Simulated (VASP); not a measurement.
# PbO (P4/nmm) in VASP: a series of runs

The runs below take PbO through single point, with PBE+D3(BJ).

All numbers are computed with VASP 6.6.1; they aren't measurements. Logs are shortened: lines on timing, memory, paths and dates and some standing lists are left out, and cuts for length are marked.

### 1 The cell of the first run

Symmetry: P4/nmm, No. 129, tetragonal system. Conventional cell: a = 4.002 Å, b = 4.002 Å, c = 4.466 Å, α = 90.00°, β = 90.00°, γ = 90.00°. Within 3.1 Å of Pb (site symmetry 4mm) lie 4 O at 2.32 Å. Within 3.1 Å of O (site symmetry -4m2) lie 4 Pb at 2.32 Å and 4 O at 2.83 Å.

### 2 Single point, PBE+D3(BJ) (17.88 Å³/atom)

INCAR reads:

```
SYSTEM = PbO
PREC = Accurate
ENCUT = 520
EDIFF = 1E-6
ISMEAR = 0
SIGMA = 0.02
LREAL = .False.
LASPH = .True.
NELM = 60
ALGO = Normal
ISIF = 2
LWAVE = .False.
LCHARG = .False.
GGA = PE
IVDW = 12
NBANDS = 28
```

KPOINTS reads:

```
Automatic mesh
0
Gamma
  8 8 6
  0 0 0
```

POSCAR reads:

```
PbO
1.0
    4.0017156448      0.0000000000      0.0000000000
    0.0000000000      4.0017156448      0.0000000000
    0.0000000000      0.0000000000      4.4660670704
Pb O
2 2
Direct
    0.0000000000      0.5000000000      0.2631082111
    0.5000000000      0.0000000000      0.7368917889
    0.0000000000      0.0000000000      0.0000000000
    0.5000000000      0.5000000000      0.0000000000
```

Potentials or basis: VASP PAW PBE potentials, release 64 (Pb_d, O).

On the command line:

```
> cat potpaw_PBE.64/Pb_d/POTCAR potpaw_PBE.64/O/POTCAR > POTCAR
> mpirun -np 1 vasp_std > vasp.out
```

OUTCAR:

```text
SYSTEM = PbO
   PREC = Accurate
   ENCUT = 520
   EDIFF = 1E-6
   ISMEAR = 0
   LREAL = .False.
   LASPH = .True.
   NELM = 60
   ISIF = 2
   GGA = PE
   IVDW = 12
 IVDW          = 12

 ion  position               nearest neighbor table
   1  0.000  0.500  0.263-   3 2.32   4 2.32   3 2.32   4 2.32   2 3.53   2 3.53   2 3.53   2 3.53
                             2 3.68   2 3.68   2 3.68   2 3.68
   2  0.500  0.000  0.737-   3 2.32   4 2.32   4 2.32   3 2.32   1 3.53   1 3.53   1 3.53   1 3.53
                             1 3.68   1 3.68   1 3.68   1 3.68
   3  0.000  0.000  0.000-   1 2.32   2 2.32   1 2.32   2 2.32
   4  0.500  0.500  0.000-   1 2.32   2 2.32   2 2.32   1 2.32

  LATTYP: Found a simple tetragonal cell.
 ALAT       =     4.0017156448
 C/A-ratio  =     1.1160380864

  Lattice vectors:

 A1 = (   4.0017156448,   0.0000000000,   0.0000000000)
 A2 = (   0.0000000000,   4.0017156448,   0.0000000000)
 A3 = (   0.0000000000,   0.0000000000,   4.4660670704)

Analysis of symmetry for initial positions (statically):
=====================================================================
 Subroutine PRICEL returns:
 Original cell was already a primitive cell.

 Routine SETGRP: Setting up the symmetry group for a
 simple tetragonal supercell.

 Subroutine GETGRP returns: Found 16 space group operations
 (whereof  8 operations were pure point group operations)
 out of a pool of 16 trial point group operations.

The static configuration has the point symmetry D_2d.
 The point group associated with its full space group is D_4h.

Analysis of symmetry for dynamics (positions and initial velocities):
=====================================================================
 Subroutine PRICEL returns:
 Original cell was already a primitive cell.

 Routine SETGRP: Setting up the symmetry group for a
 simple tetragonal supercell.

 Subroutine GETGRP returns: Found 16 space group operations
 (whereof  8 operations were pure point group operations)
 out of a pool of 16 trial point group operations.

The dynamic configuration has the point symmetry D_2d.
 The point group associated with its full space group is D_4h.

 Subroutine INISYM returns: Found 16 space group operations
 (whereof  8 operations are pure point group operations),
 and found     1 'primitive' translations

----------------------------------------------------------------------------------------

                                     Primitive cell

  volume of cell :      71.5184

  direct lattice vectors                    reciprocal lattice vectors
     4.001715645  0.000000000  0.000000000     0.249892818  0.000000000  0.000000000
     0.000000000  4.001715645  0.000000000     0.000000000  0.249892818  0.000000000
     0.000000000  0.000000000  4.466067070     0.000000000  0.000000000  0.223910654

  length of vectors
     4.001715645  4.001715645  4.466067070     0.249892818  0.249892818  0.223910654

  position of ions in fractional coordinates (direct lattice)
     0.000000000  0.500000000  0.263108211
     0.500000000  0.000000000  0.736891789
     0.000000000  0.000000000  0.000000000
     0.500000000  0.500000000  0.000000000

  ion indices of the primitive-cell ions
   primitive index   ion index
                 1           1
                 2           2
                 3           3
                 4           4

----------------------------------------------------------------------------------------

 KPOINTS: Automatic mesh

Automatic generation of k-mesh.
 Grid dimensions read from file:
 generate k-points for:    8    8    6

 Generating k-lattice:

  Cartesian coordinates                     Fractional coordinates (reciprocal lattice)
     0.031236602  0.000000000  0.000000000     0.125000000  0.000000000  0.000000000
     0.000000000  0.031236602  0.000000000     0.000000000  0.125000000  0.000000000
     0.000000000  0.000000000  0.037318442     0.000000000  0.000000000  0.166666667

  Length of vectors
     0.031236602  0.031236602  0.037318442

  Shift w.r.t. Gamma in fractional coordinates (k-lattice)
     0.000000000  0.000000000  0.000000000

 Subroutine IBZKPT returns following result:
 ===========================================

 Found     60 irreducible k-points:

 Following reciprocal coordinates:
            Coordinates               Weight
  0.000000  0.000000  0.000000      1.000000
  0.125000  0.000000  0.000000      4.000000
  0.250000  0.000000  0.000000      4.000000
  0.375000  0.000000  0.000000      4.000000
  0.500000  0.000000  0.000000      2.000000
  0.125000  0.125000  0.000000      4.000000
[... 16 lines left out ...]
  0.375000  0.125000  0.166667     16.000000
  0.500000  0.125000  0.166667      8.000000
 [... further k-points ...]
   k-points           NKPTS =     60   k-points in BZ     NKDIM =     60   number of bands    NBANDS=     28
   number of dos      NEDOS =    301   number of ions     NIONS =      4
   total plane-waves  NPLWV =  32400
[... 63 lines left out ...]

 E-fermi :   6.1633     XC(G=0): -10.4873

 val. band max:        6.0160660722   @ k =   0.1250   0.1250   0.0000
 cond. band min:       6.9041563594   @ k =   0.5000   0.5000   0.0000
 fundamental gap:      0.8880902872
 Fermi energy:         6.1632679847

 k-point     1 :       0.0000    0.0000    0.0000
  band No.  band energies     occupation
      1     -12.2540      2.00000
      2     -11.7453      2.00000
      3      -9.9328      2.00000
      4      -9.9328      2.00000
      5      -9.8857      2.00000
      6      -9.7856      2.00000
[... 20 lines left out ...]
     27      14.0079      0.00000
     28      14.0642      0.00000

 k-point     2 :       0.1250    0.0000    0.0000
  band No.  band energies     occupation
      1     -12.2159      2.00000
      2     -11.7503      2.00000
      3      -9.9271      2.00000
      4      -9.9212      2.00000
      5      -9.8695      2.00000
      6      -9.7833      2.00000
[... 20 lines left out ...]
     27      14.0279      0.00000
     28      14.9649      0.00000

 k-point     3 :       0.2500    0.0000    0.0000
  band No.  band energies     occupation
      1     -12.1179      2.00000
      2     -11.7703      2.00000
      3      -9.9066      2.00000
      4      -9.8885      2.00000
      5      -9.8255      2.00000
      6      -9.7747      2.00000
[... 20 lines left out ...]
     27      14.1169      0.00000
     28      16.7278      0.00000

 k-point     4 :       0.3750    0.0000    0.0000
  band No.  band energies     occupation
      1     -11.9983      2.00000
      2     -11.8156      2.00000
      3      -9.8706      2.00000
      4      -9.8399      2.00000
      5      -9.7844      2.00000
      6      -9.7661      2.00000
[... 20 lines left out ...]
     27      14.3721      0.00000
     28      15.9904      0.00000

 k-point     5 :       0.5000    0.0000    0.0000
  band No.  band energies     occupation
      1     -11.8921      2.00000
      2     -11.8921      2.00000
      3      -9.8259      2.00000
      4      -9.8259      2.00000
      5      -9.7835      2.00000
      6      -9.7835      2.00000
[... 20 lines left out ...]
     27      14.9693      0.00000
     28      14.9693      0.00000

 k-point     6 :       0.1250    0.1250    0.0000
  band No.  band energies     occupation
      1     -12.1807      2.00000
      2     -11.7549      2.00000
      3      -9.9358      2.00000
      4      -9.8949      2.00000
      5      -9.8530      2.00000
      6      -9.7831      2.00000
[... 463 lines left out ...]
      5      -9.8383      2.00000
      6      -9.7819      2.00000
[... 20 lines left out ...]
     27      14.9354      0.00000
     28      15.6254      0.00000

 k-point    22 :       0.2500    0.1250    0.1667
  band No.  band energies     occupation
      1     -12.0867      2.00000
      2     -11.7697      2.00000
      3      -9.9086      2.00000
      4      -9.8650      2.00000
      5      -9.8071      2.00000
      6      -9.7678      2.00000
[... 20 lines left out ...]
     27      15.2107      0.00000
     28      16.7042      0.00000

 k-point    23 :       0.3750    0.1250    0.1667
  band No.  band energies     occupation
      1     -11.9850      2.00000
      2     -11.8177      2.00000
      3      -9.8798      2.00000
      4      -9.8426      2.00000
      5      -9.7804      2.00000
      6      -9.7647      2.00000
[... 20 lines left out ...]
     27      15.5145      0.00000
     28      16.3073      0.00000

 k-point    24 :       0.5000    0.1250    0.1667
  band No.  band energies     occupation
      1     -11.8909      2.00000
      2     -11.8909      2.00000
      3      -9.8485      2.00000
      4      -9.8485      2.00000
      5      -9.7792      2.00000
      6      -9.7792      2.00000
[... 20 lines left out ...]
     27      15.9107      0.00000
     28      15.9107      0.00000

 [... further k-points ...]

------------------------ aborting loop because EDIFF is reached ----------------------------------------

 Edisp (eV)   -1.06467

 E8    (eV) :    -0.4878

  FORCE on cell =-STRESS in cart. coord.  units (eV):
  Direction    XX          YY          ZZ          XY          YZ          ZX
  --------------------------------------------------------------------------------------
  -------------------------------------------------------------------------------------
  Total       2.04533     2.04533     1.96342     0.00000     0.00000     0.00000
  in kB      45.82009    45.82009    43.98521     0.00000     0.00000     0.00000
  external pressure =       45.21 kB  Pullay stress =        0.00 kB

 VOLUME and BASIS-vectors are now :
 -----------------------------------------------------------------------------
  energy-cutoff  :      520.00
  volume of cell :       71.52
      direct lattice vectors                 reciprocal lattice vectors
     4.001715645  0.000000000  0.000000000     0.249892818  0.000000000  0.000000000
     0.000000000  4.001715645  0.000000000     0.000000000  0.249892818  0.000000000
     0.000000000  0.000000000  4.466067070     0.000000000  0.000000000  0.223910654

 POSITION                                       TOTAL-FORCE (eV/Angst)
 -----------------------------------------------------------------------------------
      0.00000      2.00086      1.17506         0.000000      0.000000      0.041057
      2.00086      0.00000      3.29101         0.000000     -0.000000     -0.041057
      0.00000      0.00000      0.00000         0.000000      0.000000      0.000000
      2.00086      2.00086      0.00000         0.000000     -0.000000      0.000000
 -----------------------------------------------------------------------------------
    total drift:                                0.000000      0.000000      0.000000

  FREE ENERGIE OF THE ION-ELECTRON SYSTEM (eV)
  ---------------------------------------------------
  free  energy   TOTEN  =       -22.2832187174 eV

  energy  without entropy=      -22.2832187174  energy(sigma->0) =      -22.28321872
```

It took 1.9 min on 1 thread of Intel Xeon Platinum 8259CL at 2.50GHz (Skylake/Cascade Lake), shared host; peak memory 0.25 GiB.

What came out:

| Quantity | Value |
| --- | --- |
| Free energy | -22.2832 eV |
| Pressure | 4.5 GPa |
| Largest force | 0.041 eV/Å |
| Band gap on the k mesh | 0.89 eV (least direct gap 1.82 eV) |
| Dispersion energy per atom | -0.266 eV |

Forces in eV/Å, atoms in the order of the input:
```
Pb   0.000  0.000  0.041
Pb   0.000  0.000 -0.041
O    0.000  0.000  0.000
O    0.000  0.000  0.000
```

Levels at points of the mesh, in eV from the valence-band top:
| k point | band 16 | band 17 | band 18 | band 19 | band 20 | band 21 | band 22 | band 23 | band 24 | band 25 |
| --- | --- | --- | --- | --- | --- | --- | --- | --- | --- | --- |
| (0.00, 0.00, 0.00) | -4.29 | -1.58 | -1.58 | -1.55 | -0.08 | 3.19 | 5.39 | 5.39 | 6.85 | 7.69 |
| (0.50, 0.00, 0.00) | -2.95 | -2.95 | -2.95 | -1.48 | -1.48 | 4.00 | 4.00 | 6.65 | 6.65 | 7.74 |
| (0.50, 0.50, 0.00) | -3.09 | -1.30 | -1.30 | -0.94 | -0.94 | 0.89 | 0.89 | 5.85 | 5.85 | 9.46 |
| (0.00, 0.00, 0.50) | -3.57 | -1.66 | -1.60 | -1.60 | -0.48 | 2.15 | 3.50 | 3.50 | 3.73 | 9.10 |
| (0.50, 0.00, 0.50) | -3.74 | -2.84 | -2.84 | -0.72 | -0.72 | 3.66 | 3.66 | 6.03 | 6.03 | 7.87 |
| (0.50, 0.50, 0.50) | -4.01 | -2.46 | -2.46 | -0.94 | -0.94 | 3.68 | 3.68 | 6.02 | 6.02 | 6.07 |

Caveat: the cell stands under pressure; spin-orbit coupling is left out, which moves the levels of the heavy elements. A k mesh can miss the band edges.

### 3 Single point, PBE+D3(BJ) (18.49 Å³/atom)

This run uses another cell than the first one, of 18.49 Å³/atom.

INCAR reads:

```
PREC = Accurate
ENCUT = 520
EDIFF = 1E-7
ISMEAR = 0
SIGMA = 0.02
LREAL = False
LASPH = True
NELM = 100
ALGO = Normal
ISIF = 2
LWAVE = False
LCHARG = True
GGA = PE
IVDW = 12
LELF = True
LVHAR = True
NBANDS = 28
```

KPOINTS reads:

```
regular mesh
0
Gamma
  8 8 6
```

POSCAR reads:

```
PbO
1.0
    4.0087108283      0.0000000000      0.0000000000
    0.0000000000      4.0087108283      0.0000000000
    0.0000000000      0.0000000000      4.6022155239
Pb O
2 2
Direct
    0.0000000000      0.5000000000      0.2564072297
    0.5000000000      0.0000000000      0.7435927703
    0.0000000000      0.0000000000      0.0000000000
    0.5000000000      0.5000000000      0.0000000000
```

Potentials or basis: VASP PAW PBE potentials, release 64 (Pb_d, O).

On the command line:

```
> cat potpaw_PBE.64/Pb_d/POTCAR potpaw_PBE.64/O/POTCAR > POTCAR
> mpirun -np 1 vasp_std > vasp.out
```

Wall time 2.2 min (1 thread of Intel Xeon Platinum 8259CL at 2.50GHz (Skylake/Cascade Lake), shared host); peak memory 0.25 GiB.

The run converged. Its results:

```yaml
Free_energy: -22.3386 eV
Pressure: 3.0 GPa
Largest_force: 0.040 eV/Å
Band_gap_on_the_k_mesh: 0.97 eV (least direct gap 1.90 eV)
Dispersion_energy_per_atom: -0.257 eV
```

Forces on the atoms (eV/Å):
```
Pb   0.000  0.000  0.040
Pb   0.000  0.000 -0.040
O    0.000  0.000  0.000
O    0.000  0.000  0.000
```

Stress tensor (GPa, compression positive):
```
3.05 0.00 0.00
0.00 3.05 0.00
0.00 0.00 2.88
```

Levels at points of the mesh, in eV from the valence-band top:
```tsv
k point	band 18	band 19	band 20	band 21	band 22	band 23
(0.00, 0.00, 0.00)	-1.57	-1.56	-0.05	2.94	5.41	5.41
(0.50, 0.00, 0.00)	-2.92	-1.52	-1.52	3.82	3.82	6.62
(0.50, 0.50, 0.00)	-1.40	-0.94	-0.94	0.97	0.97	5.67
(0.00, 0.00, 0.50)	-1.60	-1.60	-0.59	2.10	3.62	3.62
(0.50, 0.00, 0.50)	-2.83	-0.78	-0.78	3.50	3.50	6.08
(0.50, 0.50, 0.50)	-2.38	-0.94	-0.94	3.60	3.60	5.65
```

Caveat: spin-orbit coupling is left out, which moves the levels of the heavy elements. A k mesh can miss the band edges.

### 4 Single point, PBE+D3(BJ) (19.10 Å³/atom)

This run uses another cell than the first one, of 19.10 Å³/atom.

INCAR reads:

```
SYSTEM = PbO
  PREC = Accurate
  ENCUT = 520
  EDIFF = 1E-7
  ISMEAR = 0
  SIGMA = 0.02
  LREAL = .FALSE.
  LASPH = .TRUE.
  NELM = 60
  ALGO = Normal
  ISIF = 2
  LWAVE = .FALSE.
  LCHARG = .FALSE.
  GGA = PE
  IVDW = 12
  NBANDS = 28
```

KPOINTS reads:

```
Automatic mesh
0
G
  8 8 6
  0 0 0
```

POSCAR reads:

```
PbO
1.0
    4.0169409249      0.0000000000      0.0000000000
    0.0000000000      4.0169409249      0.0000000000
    0.0000000000      0.0000000000      4.7344766939
Pb O
2 2
Direct
    0.0000000000      0.5000000000      0.2500406459
    0.5000000000      0.0000000000      0.7499593541
    0.0000000000      0.0000000000      0.0000000000
    0.5000000000      0.5000000000      0.0000000000
```

On the command line:

```
> cat potpaw_PBE.64/Pb_d/POTCAR potpaw_PBE.64/O/POTCAR > POTCAR
> mpirun -np 1 vasp_std > vasp.out
```

Run time: 2.2 min. Hardware: 1 thread of Intel Xeon Platinum 8259CL at 2.50GHz (Skylake/Cascade Lake), shared host; peak memory 0.26 GiB.

The run converged. Its results:

| Property | Result |
| --- | --- |
| Free energy | -22.3734 eV |
| Pressure | 1.8 GPa |
| Largest force | 0.034 eV/Å |
| Band gap on the k mesh | 1.06 eV (least direct gap 1.99 eV) |
| Dispersion energy per atom | -0.249 eV |

Forces on the atoms (eV/Å):
```
Pb   0.000  0.000  0.034
Pb   0.000  0.000 -0.034
O    0.000  0.000  0.000
O    0.000  0.000  0.000
```

Stress tensor (GPa, compression positive):
```
1.81 0.00 0.00
0.00 1.81 0.00
0.00 0.00 1.67
```

Levels at points of the mesh, in eV from the valence-band top:
```
           k point  band 18  band 19  band 20  band 21  band 22  band 23
(0.00, 0.00, 0.00)    -1.55    -1.55    -0.03     2.73     5.45     5.45
(0.50, 0.00, 0.00)    -2.88    -1.53    -1.53     3.67     3.67     6.60
(0.50, 0.50, 0.00)    -1.46    -0.93    -0.93     1.06     1.06     5.53
(0.00, 0.00, 0.50)    -1.58    -1.58    -0.66     2.04     3.74     3.74
(0.50, 0.00, 0.50)    -2.82    -0.82    -0.82     3.35     3.35     6.12
(0.50, 0.50, 0.50)    -2.30    -0.93    -0.93     3.55     3.55     5.33
```

Caveat: spin-orbit coupling is left out, which moves the levels of the heavy elements. A k mesh can miss the band edges.

### 5 Single point, PBE+D3(BJ) (19.71 Å³/atom)

This run uses another cell than the first one, of 19.71 Å³/atom.

INCAR reads:

```
SYSTEM = PbO
PREC = Accurate
ENCUT = 520
EDIFF = 1E-7
ISMEAR = 0
SIGMA = 0.02
LREAL = .FALSE.
LASPH = .TRUE.
NELM = 100
ALGO = Normal
ISIF = 2
LWAVE = .FALSE.
LCHARG = .FALSE.
GGA = PE
IVDW = 12
NBANDS = 28
```

KPOINTS reads:

```
regular mesh
0
G
  8 8 6
  0 0 0
```

POSCAR reads:

```
PbO
1.0
    4.0247212369      0.0000000000      0.0000000000
    0.0000000000      4.0247212369      0.0000000000
    0.0000000000      0.0000000000      4.8667063539
Pb O
2 2
Direct
    0.0000000000      0.5000000000      0.2437736654
    0.5000000000      0.0000000000      0.7562263346
    0.0000000000      0.0000000000      0.0000000000
    0.5000000000      0.5000000000      0.0000000000
```

On the command line:

```
> cat potpaw_PBE.64/Pb_d/POTCAR potpaw_PBE.64/O/POTCAR > POTCAR
> mpirun -np 1 vasp_std > vasp.out
```

It took 2 min on 1 thread of Intel Xeon Platinum 8259CL at 2.50GHz (Skylake/Cascade Lake), shared host; peak memory 0.26 GiB.

It converged, with:

```yaml
Free_energy: -22.3921 eV
Pressure: 0.8 GPa
Largest_force: 0.035 eV/Å
Band_gap_on_the_k_mesh: 1.16 eV (least direct gap 2.08 eV)
Dispersion_energy_per_atom: -0.241 eV
```

Forces on the atoms (eV/Å):
```
Pb   0.000  0.000  0.035
Pb   0.000  0.000 -0.035
O    0.000  0.000  0.000
O    0.000  0.000  0.000
```

Stress tensor (GPa, compression positive):
```
0.86 0.00 0.00
0.00 0.86 0.00
0.00 0.00 0.74
```

Levels at points of the mesh, in eV from the valence-band top:
| k point | band 16 | band 17 | band 18 | band 19 | band 20 | band 21 | band 22 | band 23 | band 24 | band 25 |
| --- | --- | --- | --- | --- | --- | --- | --- | --- | --- | --- |
| (0.00, 0.00, 0.00) | -4.11 | -1.55 | -1.54 | -1.54 | -0.02 | 2.53 | 5.50 | 5.50 | 5.86 | 6.85 |
| (0.50, 0.00, 0.00) | -2.97 | -2.86 | -2.86 | -1.52 | -1.52 | 3.53 | 3.53 | 6.59 | 6.59 | 6.79 |
| (0.50, 0.50, 0.00) | -3.16 | -1.51 | -1.51 | -0.92 | -0.92 | 1.16 | 1.16 | 5.42 | 5.42 | 8.22 |
| (0.00, 0.00, 0.50) | -3.90 | -1.61 | -1.57 | -1.57 | -0.72 | 1.99 | 3.87 | 3.87 | 4.07 | 8.83 |
| (0.50, 0.00, 0.50) | -3.54 | -2.81 | -2.81 | -0.85 | -0.85 | 3.23 | 3.23 | 6.17 | 6.17 | 7.48 |
| (0.50, 0.50, 0.50) | -3.72 | -2.22 | -2.22 | -0.93 | -0.93 | 3.53 | 3.53 | 5.04 | 5.04 | 5.77 |

Caveat: spin-orbit coupling is left out, which moves the levels of the heavy elements. A k mesh can miss the band edges.

### 6 Overview

```csv
cell,gap on the mesh (eV),pressure (GPa),largest force (eV/Å)
"a = 4.002, b = 4.002, c = 4.466 Å, 4 atoms, atomic positions A",0.89,4.5,0.04
"a = 4.009, b = 4.009, c = 4.602 Å, 4 atoms, atomic positions B",0.97,3.0,0.04
"a = 4.017, b = 4.017, c = 4.734 Å, 4 atoms, atomic positions C",1.06,1.8,0.03
"a = 4.025, b = 4.025, c = 4.867 Å, 4 atoms, atomic positions D",1.16,0.8,0.04
```

Alike in all rows: task single point; level PBE+D3(BJ); potentials or basis VASP PAW PBE potentials, release 64 (Pb_d, O); no spin polarisation; k mesh 8 × 8 × 6; cutoff (eV) 520; smearing gaussian 0.02 eV.

Caveats: spin-orbit coupling is left out, which moves the levels of the heavy elements; the cell stands under pressure (at least some runs).

Absolute energies hang on the potentials; compare differences alone.
